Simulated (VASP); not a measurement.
Set up this calculation in VASP 6.6.1, as the native input.

```yaml
Task: single point
Functional: PBE
Potentials_or_basis: VASP PAW PBE potentials, release 64 (Si, C, Ta_pv, N)
Cutoff: 520 eV
k_mesh: 1 × 1 × 1, shifted
Occupations: fermi-dirac, width 0.2482 eV
Spin: no spin polarisation
Dipole_correction: no
Mended: yes
Further_INCAR_settings: LREAL = Auto; ALGO = Normal; EDIFF = 1e-06; NBANDS = 58; ISYM = -1
```

The structure of Ta3Si5C5N3 lies in POSCAR:

```
Ta3Si5C5N3
1.0
    5.5208870000     -0.3069000000      0.1387320000
   -0.3069000000      5.9781400000     -0.0034560000
    0.1387320000     -0.0034560000      5.8739650000
Si C Ta N
5 5 3 3
Direct
    0.5258520772      0.7216495634      1.1496291705
    0.9173760477      0.4343707894      0.6049426191
    0.1541225905      0.5297739433      0.0774242209
    0.5200261647      0.4083049401      0.8770441826
    0.2541824166      1.0556492952     -0.1288500887
    0.4205515381      0.0070076886      0.5022211168
    0.0580325541      0.2657512947      0.0075966514
    0.0009899793      0.6141759240      0.8448593497
    1.1203773959      0.6258482632      0.3888059828
    0.2758115675      0.1924871807      0.5326227421
    0.5031355450      0.6252723924      0.5580443433
    0.9901680672     -0.0105532344      0.4530404134
    0.7635058232      0.0354670560      0.9001994197
    0.6453097356      0.9642133211      0.5412805849
    0.0341811619      0.8370208463      0.7464129805
    1.0074934883      0.0600179933      0.1406872250
```

The input as run:

INCAR

```
PREC     = Accurate       # precision mode
ENCUT    = 520            # plane-wave cutoff, eV
EDIFF    = 1E-6           # SCF threshold, eV
ISMEAR   = -1             # smearing method
SIGMA    = 0.2482         # smearing width, eV
LREAL    = Auto         
LASPH    = T              # aspherical terms in the spheres
NELM     = 120            # most SCF steps
ALGO     = Normal         # electronic algorithm
ISIF     = 2              # what is computed and relaxed
LWAVE    = F              # write WAVECAR
LCHARG   = F              # write CHGCAR
GGA      = PE             # functional
ISYM     = -1           
NBANDS   = 58             # bands
GGA_COMPAT= F
```

KPOINTS

```
explicit points
1
Reciprocal
  0.25000000   0.25000000   0.25000000 1
```

Potentials or basis: VASP PAW PBE potentials, release 64 (Si, C, Ta_pv, N).

Launch:

```bash
$ cat potpaw_PBE.64/Si/POTCAR potpaw_PBE.64/C/POTCAR potpaw_PBE.64/Ta_pv/POTCAR potpaw_PBE.64/N/POTCAR > POTCAR
$ mpirun -np 1 vasp_std > vasp.out
```

It gave:

| Quantity | Value |
| --- | --- |
| Pressure | 19.7 GPa |
| Largest force | 5.814 eV/Å |

Caveat: the atoms stand as in a frame of molecular dynamics.

It took 22 s on 1 thread of Intel(R) Xeon(R) 6975P-C (Granite Rapids) (shared host), peak memory 0.3 GiB.
